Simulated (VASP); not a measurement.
Wanted: the native input for a VASP 6.6.1 run.

| Item | Value |
| --- | --- |
| Task | single point |
| Functional | PBE |
| Potentials or basis | VASP PAW PBE potentials, release 64 (Sn_d, Se) |
| Cutoff | 520 eV |
| k mesh | 12 × 12 × 4 |
| Occupations | fermi-dirac, width 0.02 eV |
| Spin | no spin polarisation |
| Dipole correction | no |
| Further INCAR settings | ALGO = Normal; EDIFF = 1e-06; NBANDS = 20 |

The structure of SnSe2 lies in POSCAR:

```
SnSe2
1.0
    3.7486463432      0.0000000000      0.0000000000
   -1.8743231716      3.2464229631      0.0000000000
    0.0000000000      0.0000000000      6.1025374831
Sn Se
1 2
Direct
    0.0000000000      0.0000000000      0.0000000000
    0.3333333333      0.6666666667      0.2611725953
    0.6666666667      0.3333333333      0.7388274047
```

This cell differs from its parent crystal: strain -2.0%.

One way to write it, as run:

INCAR

```
SYSTEM = SnSe2
PREC = Accurate
ENCUT = 520
EDIFF = 1E-6
ISMEAR = -1
SIGMA = 0.02
LREAL = .FALSE.
LASPH = .TRUE.
NELM = 100
ALGO = Normal
ISIF = 2
LWAVE = .FALSE.
LCHARG = .FALSE.
GGA = PE
NBANDS = 20
```

KPOINTS

```
Automatic mesh
0
G
  12 12 4
  0 0 0
```

Potentials or basis: VASP PAW PBE potentials, release 64 (Sn_d, Se).

Command:

```console
$ cat potpaw_PBE.64/Sn_d/POTCAR potpaw_PBE.64/Se/POTCAR > POTCAR
$ mpirun -np 1 vasp_std > vasp.out
```

Results of the run:

- Pressure: 5.9 GPa
- Largest force: 0.310 eV/Å
- Band gap on the k mesh: 0.68 eV, indirect (least direct gap 1.21 eV)

Caveat: the cell differs from its parent crystal (strain -2.0%); spin-orbit coupling is left out, which moves the levels of the heavy elements; this functional lacks dispersion, which binds the layers, so the pressure and a relaxed spacing across them are unreliable.

Wall time 56 s on 1 thread of Intel(R) Xeon(R) Platinum 8488C (Sapphire Rapids), on a shared host, peak memory 0.25 GiB.
